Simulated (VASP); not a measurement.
Input of a VASP 6.6.1 run:

INCAR

```
SYSTEM = Zr
  ALGO = Normal
  EDIFF = 1E-6
  ENCUT = 520
  GGA = PE
  ISIF = 2
  ISMEAR = 0
  LASPH = .TRUE.
  LCHARG = .TRUE.
  LELF = .TRUE.
  LREAL = .FALSE.
  LVHAR = .TRUE.
  LWAVE = .FALSE.
  NBANDS = 19
  NELM = 100
  PREC = Accurate
  SIGMA = 0.015
```

Contents of KPOINTS:

```
k-points
0
G
  9 9 5
  0 0 0
```

File POSCAR:

```
Zr
1.0
    3.2320000000      0.0000000000      0.0000000000
   -1.6160000000      2.7989941050      0.0000000000
    0.0000000000      0.0000000000      5.1470000000
Zr
2
Direct
    0.6666666667      0.3333333333      0.7500000000
    0.3333333333      0.6666666667      0.2500000000
```

Potentials or basis: VASP PAW PBE potentials, release 64 (Zr_sv).

Launch:

```console
$ cat potpaw_PBE.64/Zr_sv/POTCAR > POTCAR
$ mpirun -np 1 vasp_std > vasp.out
```

Q: What does it give for the band gap on the k mesh?

A: Zero (bands 12 and 13 overlap by 1.12 eV).

Q: What does it give for the pressure?

A: 0.6 GPa.

Stress tensor (GPa, compression positive):
```
0.25 0.00 0.00
0.00 0.25 0.00
0.00 0.00 1.36
```
